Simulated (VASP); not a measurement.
Set up this calculation in VASP 6.6.1, as the native input.

```yaml
Task: single point
Functional: PBEsol
Potentials_or_basis: VASP PAW PBE potentials, release 64 (Si)
Cutoff: 500 eV
k_mesh: 20 × 20 × 20
Occupations: fermi-dirac, width 0.1 eV
Spin: no spin polarisation
Dipole_correction: no
Further_INCAR_settings: ALGO = Normal; EDIFF = 1e-06; NBANDS = 8
```

The structure of Si lies in POSCAR:

```
Si
1.0
    0.0000000000      1.6029487856      1.6029487856
    1.6029487856      0.0000000000      1.6029487856
    1.6029487856      1.6029487856      0.0000000000
Si
1
Direct
    0.0000000000      0.0000000000      0.0000000000
```

This isn't the form of Si at room conditions, which is diamond.

These files were run (other wordings do the same):

INCAR

```
SYSTEM = Si
  PREC = Accurate
  ENCUT = 500
  EDIFF = 1E-6
  ISMEAR = -1
  SIGMA = 0.1
  LREAL = .FALSE.
  LASPH = .TRUE.
  NELM = 120
  ALGO = Normal
  ISIF = 2
  LWAVE = .FALSE.
  LCHARG = .FALSE.
  GGA = PS
  NBANDS = 8
  GGA_COMPAT = .FALSE.
```

KPOINTS

```
regular mesh
0
G
  20 20 20
  0 0 0
```

Potentials or basis: VASP PAW PBE potentials, release 64 (Si).

Launch:

```console
$ cat potpaw_PBE.64/Si/POTCAR > POTCAR
$ mpirun -np 1 vasp_std > vasp.out
```

Results of the run:

The pressure is 157.1 GPa. The band gap on the k mesh is zero (bands 2 and 3 overlap by 18.57 eV).

Caveat: the cell stands under pressure; the PAW data sets were made with another functional, which shifts forces and pressure a little.

It took 23 s on 1 thread of Intel Xeon 8259CL (shared host), peak memory 0.12 GiB.
